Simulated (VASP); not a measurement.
Set up this calculation in VASP 6.6.1, as the native input.

| Quantity | Value |
| --- | --- |
| Task | single point |
| Functional | PBEsol |
| Dispersion | D3(BJ) |
| Potentials or basis | VASP PAW PBE potentials, release 64 (Ba_sv, Ti_sv, O) |
| Cutoff | 520 eV |
| k mesh | 7 × 7 × 7 |
| Occupations | fermi-dirac, width 0.05 eV |
| Spin | no spin polarisation |
| Dipole correction | no |
| Further INCAR settings | ALGO = Normal; EDIFF = 1e-06; NBANDS = 28 |

The structure of BaTiO3 lies in POSCAR:

```
BaTiO3
1.0
    4.0060000000      0.0000000000      0.0000000000
    0.0000000000      4.0060000000      0.0000000000
    0.0000000000      0.0000000000      4.0060000000
Ba Ti O
1 1 3
Direct
    0.5000000000      0.5000000000      0.5000000000
    0.0000000000      0.0000000000      0.0000000000
    0.0000000000      0.0000000000      0.5000000000
    0.0000000000      0.5000000000      0.0000000000
    0.5000000000      0.0000000000      0.0000000000
```

The input as run:

INCAR

```
SYSTEM = BaTiO3
PREC = Accurate ; ENCUT = 520
EDIFF = 1E-6 ; ISMEAR = -1
SIGMA = 0.05 ; LREAL = .False.
LASPH = .True. ; NELM = 100
ALGO = Normal ; ISIF = 2
LWAVE = .False. ; LCHARG = .False.
GGA = PS ; IVDW = 12
NBANDS = 28
```

KPOINTS

```
Automatic mesh
0
Gamma
  7 7 7
  0 0 0
```

Potentials or basis: VASP PAW PBE potentials, release 64 (Ba_sv, Ti_sv, O).

Run with:

```sh
$ cat potpaw_PBE.64/Ba_sv/POTCAR potpaw_PBE.64/Ti_sv/POTCAR potpaw_PBE.64/O/POTCAR > POTCAR
$ mpirun -np 1 vasp_std > vasp.out
```

Results of the run:

The pressure is -6.2 GPa, the band gap on the k mesh is 1.76 eV, indirect (least direct gap 1.84 eV) and the dispersion energy per atom is -0.263 eV.

Caveat: three body term missing; the PAW data sets were made with another functional, which shifts forces and pressure a little; spin-orbit coupling is left out, which moves the levels of the heavy elements.

Wall time 19 s on 1 thread of AMD EPYC 9R45 96-Core Processor (Zen 5), on a shared host, peak memory 0.17 GiB.
